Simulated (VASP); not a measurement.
# C (Fd-3m) in VASP: further runs, part 2 of 2

VASP 6.6.1.

**4. Single point, PBEsol**

INCAR reads:

```
ALGO = Normal
EDIFF = 1E-6
ENCUT = 910
GGA = PS
GGA_COMPAT = False
ISIF = 2
ISMEAR = -1
LASPH = True
LCHARG = False
LREAL = False
LWAVE = False
NBANDS = 16
NELM = 120
PREC = Accurate
SIGMA = 0.02
```

KPOINTS reads:

```
k-points
0
Gamma
  12 9 12
```

POSCAR reads:

```
C
1.0
   -1.7769029944      1.7769029944      0.0000000000
    0.0000000000      0.0000000000      3.5538059888
    1.7769029944      1.7769029944      0.0000000000
C
4
Direct
    0.5000000000      0.3750000000      0.2500000000
    0.0000000000      0.8750000000      0.7500000000
    0.0000000000      0.1250000000      0.2500000000
    0.5000000000      0.6250000000      0.7500000000
```

Potentials or basis: VASP PAW PBE potentials, release 64 (C_h).

Command:

```
$ cat potpaw_PBE.64/C_h/POTCAR > POTCAR
$ mpirun -np 1 vasp_std > vasp.out
```

OUTCAR:

```text
EDIFF = 1E-6
   ENCUT = 910
   GGA = PS
   ISIF = 2
   ISMEAR = -1
   LASPH = True
   LREAL = False
   NELM = 120
   PREC = Accurate

 ion  position               nearest neighbor table
   1  0.500  0.375  0.250-
   2  0.000  0.875  0.750-
   3  0.000  0.125  0.250-
   4  0.500  0.625  0.750-

  LATTYP: Found a simple tetragonal cell.
 ALAT       =     2.5129203137
 C/A-ratio  =     1.4142135624

  Lattice vectors:

 A1 = (   1.7769029944,  -1.7769029944,   0.0000000000)
 A2 = (   1.7769029944,   1.7769029944,   0.0000000000)
 A3 = (   0.0000000000,   0.0000000000,   3.5538059888)

Analysis of symmetry for initial positions (statically):
=====================================================================
 Subroutine PRICEL returns following result:

  LATTYP: Found a face centered cubic cell.
 ALAT       =     3.5538059888

  Lattice vectors:

 A1 = (   1.7769029944,   0.0000000000,   1.7769029944)
 A2 = (   1.7769029944,   1.7769029944,   0.0000000000)
 A3 = (   0.0000000000,   1.7769029944,   1.7769029944)

   2 primitive cells build up your supercell.

 Routine SETGRP: Setting up the symmetry group for a
 simple tetragonal supercell.

 Subroutine GETGRP returns: Found 16 space group operations
 (whereof  4 operations were pure point group operations)
 out of a pool of 16 trial point group operations.

The static configuration has the point symmetry C_2h.
 The point group associated with its full space group is D_4h.

Analysis of symmetry for dynamics (positions and initial velocities):
=====================================================================
 Subroutine PRICEL returns following result:

  LATTYP: Found a face centered cubic cell.
 ALAT       =     3.5538059888

  Lattice vectors:

 A1 = (   1.7769029944,   0.0000000000,   1.7769029944)
 A2 = (   1.7769029944,   1.7769029944,   0.0000000000)
 A3 = (   0.0000000000,   1.7769029944,   1.7769029944)

   2 primitive cells build up your supercell.

 Routine SETGRP: Setting up the symmetry group for a
 simple tetragonal supercell.

 Subroutine GETGRP returns: Found 16 space group operations
 (whereof  4 operations were pure point group operations)
 out of a pool of 16 trial point group operations.

The dynamic configuration has the point symmetry C_2h.
 The point group associated with its full space group is D_4h.

 Subroutine INISYM returns: Found 16 space group operations
 (whereof  4 operations are pure point group operations),
 and found     2 'primitive' translations

----------------------------------------------------------------------------------------

                                     Primitive cell

  volume of cell :      11.2207

  direct lattice vectors                    reciprocal lattice vectors
     1.776902994  0.000000000  1.776902994     0.281388462 -0.281388462  0.281388462
     1.776902994  1.776902994  0.000000000     0.281388462  0.281388462 -0.281388462
[... 26 lines left out ...]
     0.000000000  0.000000000  0.031265385     0.000000000  0.111111111  0.000000000
     0.023449038  0.023449038  0.000000000     0.000000000  0.000000000  0.083333333

  Length of vectors
     0.033161948  0.031265385  0.033161948

  Shift w.r.t. Gamma in fractional coordinates (k-lattice)
     0.000000000  0.000000000  0.000000000

 Subroutine IBZKPT returns following result:
 ===========================================

 Found    140 irreducible k-points:

 Following reciprocal coordinates:
            Coordinates               Weight
  0.000000  0.000000  0.000000      1.000000
  0.083333  0.000000  0.000000      4.000000
  0.166667  0.000000  0.000000      4.000000
  0.250000  0.000000  0.000000      4.000000
  0.333333  0.000000  0.000000      4.000000
  0.416667  0.000000  0.000000      4.000000
[... 16 lines left out ...]
  0.083333  0.333333  0.000000      8.000000
  0.166667  0.333333  0.000000      8.000000
 [... further k-points ...]
   k-points           NKPTS =    140   k-points in BZ     NKDIM =    140   number of bands    NBANDS=     16
   number of dos      NEDOS =    301   number of ions     NIONS =      4
   total plane-waves  NPLWV =  28224
   dimension x,y,z NGX =    28 NGY =   36 NGZ =   28
   dimension x,y,z NGXF=    56 NGYF=   72 NGZF=   56
   ions per type =               4
   NGX,Y,Z   is equivalent  to a cutoff of  18.52, 16.84, 18.52 a.u.
   NGXF,Y,Z  is equivalent  to a cutoff of  37.05, 33.68, 37.05 a.u.
 SYSTEM =  unknown system
   PREC   = accura    normal or accurate (medium, high low for compatibility)
   ISTART =      0    job   : 0-new  1-cont  2-samecut
   ICHARG =      2    charge: 1-file 2-atom 10-const
   ISPIN  =      1    spin polarized calculation?
   LNONCOLLINEAR =      F non collinear calculations
   LSORBIT =      F    spin-orbit coupling
   LASPH  =      T    aspherical Exc in radial PAW
   ENCUT  =  910.0 eV  66.88 Ry    8.18 a.u.   6.18  8.74  6.18*2*pi/ulx,y,z
   NELM   =    120;   NELMIN=  2; NELMDL= -5     # of ELM steps
   EDIFF  = 0.1E-05   stopping-criterion for ELM
   LREAL  =      F    real-space projection
   EDIFFG = 0.1E-04   stopping-criterion for IOM
   NSW    =      0    number of steps for IOM
   IBRION =     -1    ionic relax: 0-MD 1-quasi-New 2-CG
   NFREE  =      0    steps in history (QN), initial steepest desc. (CG)
   ISIF   =      2    stress and relaxation
   ISYM   =      2    0-nonsym 1-usesym 2-fastsym
   POTIM  = 0.5000    time-step for ionic-motion
   TEBEG  =    0.0;   TEEND  =   0.0 temperature during run
   PSTRESS=    0.0 pullay stress
   NELECT =      16.0000    total number of electrons
   NUPDOWN=      -1.0000    fix difference up-down
   EMIN   =  10.00;   EMAX   =-10.00  energy-range for DOS
   EFERMI =   0.00;   METHOD = LEGACY
   ISMEAR =    -1;   SIGMA  =   0.02  broadening in eV -4-tet -1-fermi 0-gaus
   EFERMI_NEDOS =   21; number of points for ismear=-14 and -15
   IALGO  =     38    algorithm
   IMIX   =      4    mixing-type and parameters
     AMIX     =   0.40;   BMIX     =  1.00
     AMIX_MAG =   1.60;   BMIX_MAG =  1.00
  volume/ion in A,a.u.               =       5.61        37.86
  Fermi-wavevector in a.u.,A,eV,Ry     =   1.462506  2.763736 29.101841  2.138925
  Thomas-Fermi vector in A             =   2.578712
   LORBIT       =      0    0 simple, 1 ext, 2 COOP (PROOUT), +10 PAW based schemes
   GGA     = PS    functional components
   LHFCALC =     F    Hartree Fock is set to
   AEXX    =    0.0000 exact exchange contribution
   IVDW    =     0    specifies the selected vdW correction
   LEPSILON=     F    determine dielectric tensor
   LRPA    =     F    only Hartree local field effects (RPA)
 non-spin polarized calculation
  energy-cutoff  :      910.00
  volume of cell :       22.44
 maximum number of plane-waves:      1417
 NGX is ok and might be reduce to    28
   NGX = 13   NGY = 17   NGZ = 13

 number of electron      16.0000000 magnetization

 Free energy of the ion-electron system (eV)
  ---------------------------------------------------
  ext. energy  EPLUGINS =         0.00000000
  ---------------------------------------------------
  free energy    TOTEN  =       -38.55264654 eV

  energy without entropy =      -38.55264654  energy(sigma->0) =      -38.55264654

 E-fermi :  11.5680     XC(G=0): -13.6285

 val. band max:       11.0903455920   @ k =   0.0000   0.0000   0.0000
 cond. band min:      15.1356674411   @ k =   0.0000   0.2222   0.0000
 fundamental gap:      4.0453218491
 Fermi energy:        11.5679633071

 k-point     1 :       0.0000    0.0000    0.0000
  band No.  band energies     occupation
      1     -10.5755      2.00000
      2      -1.7604      2.00000
      3      -1.7604      2.00000
      4       4.6898      2.00000
      5       4.6898      2.00000
      6      11.0903      2.00000
[... 433 lines left out ...]
      3       2.3909      2.00000
      4       5.2634      2.00000
      5       5.4381      2.00000
      6       6.0668      2.00000
[... 8 lines left out ...]
     15      24.3243      0.00000
     16      24.9064      0.00000

 [... further k-points ...]
[... 5 lines left out ...]
  --------------------------------------------------------------------------------------
  -------------------------------------------------------------------------------------
  Total       -0.0008152     -0.0008152     -0.0008396      0.0000000     -0.0000000      0.0000000
  in kB       -0.0581988     -0.0581988     -0.0599424      0.0000000     -0.0000000      0.0000000
  external PRESSURE =      -0.0587800 kB  Pullay stress =       0.0000000 kB

 VOLUME and BASIS-vectors are now :
 -----------------------------------------------------------------------------
  energy-cutoff  :      910.00
  volume of cell :       22.44
      direct lattice vectors                 reciprocal lattice vectors
    -1.776902994  1.776902994  0.000000000    -0.281388462  0.281388462  0.000000000
     0.000000000  0.000000000  3.553805989     0.000000000  0.000000000  0.281388462
     1.776902994  1.776902994  0.000000000     0.281388462  0.281388462  0.000000000

 POSITION                                       TOTAL-FORCE (eV/Angst)
 -----------------------------------------------------------------------------------
     -0.44423      1.33268      1.33268        -0.000000     -0.000000     -0.000000
      1.33268      1.33268      3.10958         0.000000     -0.000000      0.000000
      0.44423      0.44423      0.44423        -0.000000      0.000000      0.000000
      0.44423      2.22113      2.22113        -0.000000      0.000000      0.000000
 -----------------------------------------------------------------------------------
    total drift:                               -0.000000     -0.000000      0.000000

  FREE ENERGIE OF THE ION-ELECTRON SYSTEM (eV)
  ---------------------------------------------------
  free  energy   TOTEN  =       -38.5526465449 eV

  energy  without entropy=      -38.5526465449  energy(sigma->0) =      -38.55264654
```

OSZICAR:

```text
N       E                     dE             d eps       ncg     rms          rms(c)
DAV:   1     0.364154953333E+02    0.36415E+02   -0.11640E+04  4480   0.152E+03
DAV:   2    -0.363729589426E+02   -0.72788E+02   -0.66277E+02  6368   0.230E+02
DAV:   3    -0.398451586936E+02   -0.34722E+01   -0.34532E+01  5872   0.444E+01
DAV:   4    -0.398648146898E+02   -0.19656E-01   -0.19653E-01  5048   0.375E+00
DAV:   5    -0.398649452310E+02   -0.13054E-03   -0.13054E-03  5488   0.286E-01    0.672E+00
DAV:   6    -0.388933983326E+02    0.97155E+00   -0.57337E-01  5312   0.473E+00    0.365E+00
DAV:   7    -0.385513489316E+02    0.34205E+00   -0.65384E-01  5464   0.519E+00    0.464E-01
DAV:   8    -0.385525834307E+02   -0.12345E-02   -0.13439E-02  4776   0.990E-01    0.392E-02
DAV:   9    -0.385526349188E+02   -0.51488E-04   -0.59364E-05  5792   0.674E-02    0.207E-02
DAV:  10    -0.385526471227E+02   -0.12204E-04   -0.90675E-06  4592   0.255E-02    0.318E-03
DAV:  11    -0.385526465449E+02    0.57780E-06   -0.32775E-07  3352   0.487E-03
   1 F= -.38552647E+02 E0= -.38552647E+02  d E =-.100828E-12
```

stdout:

```text
POSCAR found type information on POSCAR C
 POSCAR found :  1 types and       4 ions
 scaLAPACK will be used
 -----------------------------------------------------------------------------
|                                                                             |
|                                                                             |
|     You enforced a specific xc type in the INCAR file but a different       |
|     I HOPE YOU KNOW WHAT YOU ARE DOING!                                     |
|                                                                             |
 -----------------------------------------------------------------------------

 LDA part: xc-table for (Slater+PW92), standard interpolation
 POSCAR, INCAR and KPOINTS ok, starting setup
 FFT: planning ... GRIDC
 FFT: planning ... GRID_SOFT
 FFT: planning ... GRID
 WAVECAR not read
 entering main loop
```

Run time: 83 s. Hardware: 1 thread of AMD EPYC 9R45 (Zen 5), shared host; peak memory 0.18 GiB.

Results:

```yaml
Free_energy: -38.5526 eV
Pressure: 0.0 GPa
Band_gap_on_the_k_mesh: 4.05 eV
```

Caveat: the cutoff is under 1.25 times the usual one of these potentials, so pressure, stress and relaxed cells hold a basis-set (Pulay) error; the PAW data sets were made with another functional, which shifts forces and pressure a little. A k mesh can miss the band edges.
